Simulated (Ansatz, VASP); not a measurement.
Tl in VASP and in Ansatz

```xyz
1
Lattice="0.0000 2.4330 2.4330 2.4330 0.0000 2.4330 2.4330 2.4330 0.0000" Properties=species:S:1:pos:R:3 pbc="T T T"
Tl    0.0000    0.0000    0.0000
```

Change from the starting cell: volume scaled by 0.96.

Alike in both runs: task single point; functional PBE; k mesh 9 × 9 × 9; occupations fermi-dirac, width 0.05 eV; no spin polarisation.

|  | VASP | Ansatz |
| --- | --- | --- |
| version | VASP 6.6.1 | Ansatz 0.2.0 |
| potentials or method | VASP PAW PBE potentials, release 64 (Tl_d), cutoff 520 eV | all-electron LAPW, scalar-relativistic |

```tsv
	VASP	Ansatz	Ansatz less VASP
gap on the k mesh at the Fermi level (eV)	none	none	-
pressure (GPa)	2.7	2.7	+0.08
```

A gap of «none» marks a metal or a gap that the smearing closes. Ansatz ran all-electron here, and VASP with PAW potentials.

Neither program's run includes spin-orbit coupling.
